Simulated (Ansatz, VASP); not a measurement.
## Cd: VASP beside Ansatz

Contents of INCAR:

```
ALGO = Normal
EDIFF = 1E-6
EDIFFG = -0.01
ENCUT = 600
GGA = CA
IBRION = 2
ISIF = 3
ISMEAR = -1
LASPH = True
LCHARG = False
LREAL = False
LWAVE = False
NELM = 80
NSW = 80
PREC = Accurate
SIGMA = 0.1
```

Contents of KPOINTS:

```
k-points
0
Gamma
  5 5 5
```

POSCAR

```
Cd
1.0
    5.5686472891      0.0000000000      0.0000000000
    0.0000000000      5.5686472891      0.0000000000
    0.0000000000      0.0000000000      5.5686472891
Cd
8
Direct
    0.0000000000      0.0000000000      0.0000000000
    0.5000000000      0.5000000000      0.5000000000
    0.2500000000      0.0000000000      0.5000000000
    0.7500000000      0.0000000000      0.5000000000
    0.5000000000      0.2500000000      0.0000000000
    0.5000000000      0.7500000000      0.0000000000
    0.0000000000      0.5000000000      0.2500000000
    0.0000000000      0.5000000000      0.7500000000
```

Input for Ansatz:

```yaml
crystal:
  lattice:
    - [5.5686472891, 0.0, 0.0]
    - [0.0, 5.5686472891, 0.0]
    - [0.0, 0.0, 5.5686472891]
  atoms:
    - { symbol: Cd, position: [0.0, 0.0, 0.0] }
    - { symbol: Cd, position: [0.5, 0.5, 0.5] }
    - { symbol: Cd, position: [0.25, 0.0, 0.5] }
    - { symbol: Cd, position: [0.75, 0.0, 0.5] }
    - { symbol: Cd, position: [0.5, 0.25, 0.0] }
    - { symbol: Cd, position: [0.5, 0.75, 0.0] }
    - { symbol: Cd, position: [0.0, 0.5, 0.25] }
    - { symbol: Cd, position: [0.0, 0.5, 0.75] }
hamiltonian:
  xc: lda
  pseudopotentials:
    kind: paw
    azcp:
      Cd: "pseudopotentials/Cd.paw.azcp"
basis:
  ecutwfc: 420
  fft_grid_basis: typed
kpoints:
  mp_grid: { grid: [5, 5, 5], shift: [0, 0, 0] }
magnetization:
  spin_polarized: false
scf:
  occupations: { method: fermi_dirac, width: 0.1 }
relax:
  max_steps: 60
  f_tol: 0.01
  cell: {}
```

Alike in both runs: task relaxation of cell and atoms; functional LDA; k mesh 5 × 5 × 5; occupations fermi-dirac, width 0.1 eV; no spin polarisation.

```csv
,VASP,Ansatz
version,VASP 6.6.1,Ansatz 0.2.0
potentials or method,"VASP PAW LDA potentials, release 64 (Cd), cutoff 600 eV","plane waves (420 eV) with PAW, scalar-relativistic"
valence electrons in the cell,96,160
```

Ansatz gave:

* relaxed volume (Å³/atom): 20.21
* relaxed cell length with the largest relative difference (Å): 5.448

Problem. Estimate VASP's values.

Solution. Relaxed volume (Å³/atom): 20.37; relaxed cell length with the largest relative difference (Å): 5.462.

Ansatz warns that its potentials were made for another functional, while VASP's fit it. LDA's correlation is that of Perdew and Zunger in VASP and of Perdew and Wang (1992) in Ansatz. VASP's potentials hold 96 valence electrons a cell and Ansatz's 160, so a difference there can come from the potentials and not from the codes.
